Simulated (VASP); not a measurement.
Here is a VASP 6.6.1 calculation.

The input INCAR:

```
SYSTEM = TaN
PREC = Accurate
ENCUT = 520
EDIFF = 1E-8
ISMEAR = -1
SIGMA = 0.01
LREAL = .FALSE.
LASPH = .TRUE.
NELM = 60
ALGO = Normal
ISIF = 2
LWAVE = .FALSE.
LCHARG = .FALSE.
GGA = PE
LEFG = .TRUE.
NBANDS = 33
```

File KPOINTS:

```
regular mesh
0
G
  6 6 9
  0 0 0
```

POSCAR

```
TaN
1.0
    5.1960008669      0.0000000000      0.0000000000
   -2.5980004334      4.4998687488      0.0000000000
    0.0000000000      0.0000000000      2.8236700000
Ta N
3 3
Direct
    0.3333333333      0.6666666667      0.5000000000
    0.6666666667      0.3333333333      0.5000000000
    0.0000000000      0.0000000000      0.0000000000
    0.3928500000      0.0000000000      0.0000000000
    0.6071500000      0.6071500000      0.0000000000
    0.0000000000      0.3928500000      0.0000000000
```

Potentials or basis: VASP PAW PBE potentials, release 64 (Ta_pv, N).

Run with:

```bash
$ cat potpaw_PBE.64/Ta_pv/POTCAR potpaw_PBE.64/N/POTCAR > POTCAR
$ mpirun -np 1 vasp_std > vasp.out
```

(1) Predict the largest force.

(2) Estimate the pressure.

(3) What does it give for the band gap on the k mesh?

## Answers

(1) 0.027 eV/Å.

(2) 17.3 GPa.

(3) zero (band 24 reaches 10.50 eV, above the bottom of band 25 at 7.22 eV).

Caveat: the cell differs from its parent crystal (zz strain of -3 %); without QUAD_EFG the Cq values of the log hold for a quadrupole moment of 1 mb, not for the nuclei; spin-orbit coupling is left out, which moves the levels of the heavy elements.
